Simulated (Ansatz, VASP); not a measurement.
# One calculation of InO, two programs

Contents of INCAR:

```
PREC = Accurate
ENCUT = 520
EDIFF = 1E-6
ISMEAR = 0
SIGMA = 0.03
LREAL = F
LASPH = T
NELM = 100
ALGO = Normal
ISIF = 2
LWAVE = F
LCHARG = F
GGA = PS
IVDW = 12
NBANDS = 27
```

The input KPOINTS:

```
regular mesh
0
Gamma
  12 12 4
```

The input POSCAR:

```
InO
1.0
    3.3979006105      0.0000000000      0.0000000000
   -1.6989503053      2.9426682482      0.0000000000
    0.0000000000      0.0000000000     16.4020216013
In O
2 2
Direct
    0.6666666667      0.3333333333      0.5900210000
    0.6666666667      0.3333333333      0.4099790000
    0.0000000000      0.0000000000      0.6398670000
    0.0000000000      0.0000000000      0.3601330000
```

Input for Ansatz:

```yaml
crystal:
  lattice:
    - [3.3979006105, 0.0, 0.0]
    - [-1.6989503053, 2.9426682482, 0.0]
    - [0.0, 0.0, 16.4020216013]
  atoms:
    - { symbol: In, position: [0.6666666667, 0.3333333333, 0.590021] }
    - { symbol: In, position: [0.6666666667, 0.3333333333, 0.409979] }
    - { symbol: O, position: [0.0, 0.0, 0.639867] }
    - { symbol: O, position: [0.0, 0.0, 0.360133] }
basis:
  ecutwfc: 420
kpoints:
  mp_grid: { grid: [12, 12, 4] }
hamiltonian:
  xc: pbesol
  dispersion: d3bj
scf:
  occupations: { method: gaussian, width: 0.03 }
output:
  forces: true
  stress: true
  eigenvalues: true
```

Alike in both runs: task single point; functional PBEsol; dispersion D3(BJ); k mesh 12 × 12 × 4; occupations gaussian, width 0.03 eV; no spin polarisation.

|  | VASP | Ansatz |
| --- | --- | --- |
| version | VASP 6.6.1 | Ansatz 0.2.0 |
| potentials or method | VASP PAW PBE potentials, release 64 (In_d, O), cutoff 520 eV | scalar-relativistic, plane waves, PAW |
| valence electrons in the cell | 38 | 38 |

```csv
,VASP,Ansatz,Ansatz less VASP
gap on the k mesh at the Fermi level (eV),0.17,0.18,+0.010
least direct gap on the mesh (eV),1.12,1.13,+0.011
rms of the force components (eV/Å),0.189,0.184,-0.0049
```

VASP's potentials were made for PBE, not for PBEsol. Atom by atom the forces differ by 0.021 eV/Å (rms over components).
